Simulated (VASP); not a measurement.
Runs of VASP 6.6.1 on TiGeSb. The structure is tetragonal, space group P4/nmm (No. 129). The conventional cell has a = 3.702 Å, b = 3.702 Å, c = 8.214 Å, α = 90.00°, β = 90.00°, γ = 90.00°. Within 3.8 Å of Ti (site symmetry 4mm) lie 4 Ge at 2.76 Å and 5 Sb at 2.85 to 3.01 Å and 4 Ti at 3.70 Å. Within 3.5 Å of Ge (site symmetry -4m2) lie 4 Ge at 2.62 Å and 4 Ti at 2.76 Å. Within 3.8 Å of Sb (site symmetry 4mm) lie 5 Ti at 2.85 to 3.01 Å and 8 Sb at 3.23 to 3.70 Å and 4 Ge at 3.66 Å. 

```csv
k mesh,gap on the mesh (eV),pressure (GPa),largest force (eV/Å)
3 × 3 × 2,none,-5.1,0.55
2 × 2 × 1,none,-4.5,0.57
6 × 6 × 3,none,-5.1,0.13
5 × 5 × 2,none,(a),0.23
```

Alike in all rows: task single point; level LDA; potentials or basis VASP PAW LDA potentials, release 64 (Ti_sv, Ge_d, Sb); no spin polarisation; cell as given; cutoff (eV) 500; smearing gaussian 0.15 eV.

**Question.** Estimate the missing entries.

**Answer.** (a) -5.0.

Caveats: some runs use coarse meshes; spin-orbit coupling is left out, which moves the levels of the heavy elements; the cell stands under tension (at least some runs).

A k mesh can miss the band edges, and the runs leave out spin-orbit coupling on Ge, Sb.

A gap of «none» marks levels without a gap at the run's occupations.
